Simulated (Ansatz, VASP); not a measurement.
## LaGa2Os2: VASP beside Ansatz

```xyz
10
Lattice="0.0000 4.2188 0.0000 4.3110 0.0000 0.0000 2.1555 2.1094 -10.7058" Properties=species:S:1:pos:R:3 pbc="T T T"
Ga    2.1555    3.1641   -3.0833
Ga    4.3110    3.1641   -7.6226
Ga    2.1555    3.1641   -0.7280
Ga    4.3110    3.1641   -9.9778
Os    4.3110    5.2735   -6.1473
Os    2.1555    1.0547   -4.5585
Os    2.1555    3.1641   -6.1687
Os    4.3110    3.1641   -4.5371
La    4.3110    1.0547   -1.8200
La    2.1555    5.2735   -8.8858
```

Alike in both runs: task single point; functional LDA; k mesh 4 × 4 × 4; occupations methfessel-paxton of order 1, width 0.0526 eV; no spin polarisation.

```csv
,VASP,Ansatz
version,VASP 6.6.1,Ansatz 0.2.0
potentials or method,"VASP PAW LDA potentials, release 64 (Ga_d, Os, La), cutoff 520 eV",PAW plane waves
valence electrons in the cell,106,138
```

Ansatz gave:

```
gap on the k mesh at the Fermi level (eV) : none
pressure (GPa)                            : -11.8
rms of the force components (eV/Å)        : 0.817
```

Which values does VASP return?

gap on the k mesh at the Fermi level (eV): none; pressure (GPa): -11.7; rms of the force components (eV/Å): 0.814.

LDA's correlation is that of Perdew and Zunger in VASP and of Perdew and Wang (1992) in Ansatz. A gap of «none» marks a metal or a gap that the smearing closes. VASP's potentials hold 106 valence electrons a cell and Ansatz's 138, so a difference there can come from the potentials and not from the codes.

The k mesh is coarse, so the values compare programs but aren't converged. Neither program's run includes spin-orbit coupling.
